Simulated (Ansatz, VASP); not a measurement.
Two plane-wave programs on Ag2Sn2Au

File POSCAR:

```
Ag2Sn2Au
1.0
    0.0000000000      4.4653330000      0.0000000000
    4.4653330000      0.0000000000      0.0000000000
    2.2326670000      2.2326670000     -5.6079610000
Au Sn Ag
1 2 2
Direct
    0.0000000000      0.0000000000      0.0000000000
    0.3810000000      0.3810000000      0.2380000000
    0.6190000000      0.6190000000      0.7620000000
    0.7500000000      0.2500000000      0.5000000000
    0.2500000000      0.7500000000      0.5000000000
```

The input INCAR.step1:

```
SYSTEM = Ag2Sn2Au
ALGO = Normal
EDIFF = 1E-4
ENCUT = 520
GGA = PE
ISMEAR = -1
LASPH = .TRUE.
LCHARG = .FALSE.
LREAL = .FALSE.
LWAVE = .TRUE.
NBANDS = 38
NELM = 100
PREC = Accurate
SIGMA = 0.0682
```

Contents of INCAR.step2:

```
SYSTEM = Ag2Sn2Au
ALGO = Normal
EDIFF = 1E-6
ENCUT = 520
ISIF = 2
ISMEAR = -1
ISTART = 1
LASPH = .TRUE.
LCHARG = .FALSE.
LMIXTAU = .TRUE.
LREAL = .FALSE.
LWAVE = .FALSE.
METAGGA = R2SCAN
NBANDS = 38
NELM = 100
PREC = Accurate
SIGMA = 0.0682
```

KPOINTS

```
k-points
0
G
  8 8 8
  0 0 0
```

Input for Ansatz:

```yaml
crystal:
  lattice:
    - [0.0, 4.465333, 0.0]
    - [4.465333, 0.0, 0.0]
    - [2.232667, 2.232667, -5.607961]
  atoms:
    - { symbol: Au, position: [0.0, 0.0, 0.0] }
    - { symbol: Sn, position: [0.381, 0.381, 0.238] }
    - { symbol: Sn, position: [0.619, 0.619, 0.762] }
    - { symbol: Ag, position: [0.75, 0.25, 0.5] }
    - { symbol: Ag, position: [0.25, 0.75, 0.5] }
  symmetry: { tolerance: 0.0003 }
kpoints:
  mp_grid: { grid: [8, 8, 8], shift: [0, 0, 0] }
  band_path:
    path:
      - [0.0, 0.0, 0.0]
      - [0.5, 0.5, 0.5]
      - [0.5, 0.5, 0.25]
      - [0.0, 0.5, 0.0]
      - [0.0, 0.0, 0.0]
      - [0.0, 0.0, -0.5]
      - [0.0, 0.42074845, -0.28962577]
      - [0.0, 0.57925155, 0.28962577]
      - [0.0, 0.0, 0.0]
      - [0.5, 0.5, 0.5]
      - [0.42074845, 0.57925155, 0.5]
    npoints: 6
magnetization:
  spin_polarized: false
scf:
  occupations: { method: fermi_dirac, width: 0.0682 }
  lower_state_search: "off"
  max_iter: 200
hamiltonian:
  pseudopotentials: { kind: paw }
  xc: r2scan
basis:
  ecutwfc: 500
  fft_grid_basis: typed
output:
  forces: true
  stress: true
  eigenvalues: true
  bader: true
  populations: true
  elf: true
  write_potential: true
  volumetric_format: npy
  dos:
    e_range: [-12, 8]
    de: 0.05
    projected: { site_lists: { Ag: [Ag], Au: [Au], Sn: [Sn] } }
checkpoint:
  read: saved_state
```

Alike in both runs: task single point; functional r2SCAN; k mesh 8 × 8 × 8; occupations fermi-dirac, width 0.0682 eV; no spin polarisation.

```csv
,VASP,Ansatz
version,VASP 6.6.1,Ansatz 0.2.0
potentials or method,"VASP PAW PBE potentials, release 64 (Au, Sn_d, Ag), cutoff 520 eV",PAW plane waves
valence electrons in the cell,61,85
```

```tsv
	VASP	Ansatz	Ansatz less VASP
pressure (GPa)	4.9	4.8	-0.09
traceless stress, the component that is largest in VASP (GPa)	3.40	3.40	+0.002
rms of the force components (eV/Å)	0.228	0.222	-0.0056
```

VASP's potentials were made for PBE, not for r2SCAN. Atom by atom the forces differ by 0.006 eV/Å (rms over components). VASP's potentials hold 61 valence electrons a cell and Ansatz's 85, so a difference there can come from the potentials and not from the codes.

Neither program's run includes spin-orbit coupling.
